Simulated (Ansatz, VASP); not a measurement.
# One calculation of H4C19, two programs

```
C H
1.0
     7.39800    0.00000    0.00000
    -3.69900    6.40686    0.00000
     0.00000    0.00000   12.00000
C H
19 4
Direct
  0.99793 0.99934 0.05709
  0.22065 0.11064 0.05709
  0.99850 0.33278 0.05712
  0.21983 0.44344 0.05696
  0.99809 0.66542 0.05715
  0.22042 0.77672 0.05712
  0.33189 0.99949 0.05713
  0.55328 0.11019 0.05713
  0.33127 0.33199 0.05689
  0.55375 0.44317 0.05665
  0.33101 0.66591 0.05680
  0.55397 0.77742 0.05658
  0.66476 0.99892 0.05693
  0.88718 0.11006 0.05710
  0.66456 0.33254 0.05706
  0.88735 0.44401 0.05716
  0.66526 0.66613 0.05650
  0.88677 0.77691 0.05688
  0.53663 0.62055 0.34517
  0.67876 0.61925 0.32009
  0.54739 0.76761 0.31845
  0.40029 0.48893 0.30560
  0.52014 0.60647 0.43620
```

Alike in both runs: functional PBEsol; k mesh 2 × 2 × 1; occupations fermi-dirac, width 0.05 eV; no spin polarisation.

Ansatz relaxed the structure, and its values are those at the end. VASP's run is a single point on that final structure, the one shown.

|  | VASP | Ansatz |
| --- | --- | --- |
| version | VASP 6.6.1 | Ansatz 0.2.0 |
| potentials or method | VASP PAW PBE potentials, release 64 (C, H), cutoff 520 eV | scalar-relativistic, plane waves, PAW |
| valence electrons in the cell | 80 | 80 |

Ansatz gave:

- rms of the force components (eV/Å): 0.019

Problem. What did VASP give for the same quantities?

Solution. rms of the force components (eV/Å): 0.018.

VASP's potentials were made for PBE, not for PBEsol. Ansatz's warnings: xc potential rough in thin density.

The k mesh is coarse, so the values compare programs but aren't converged.
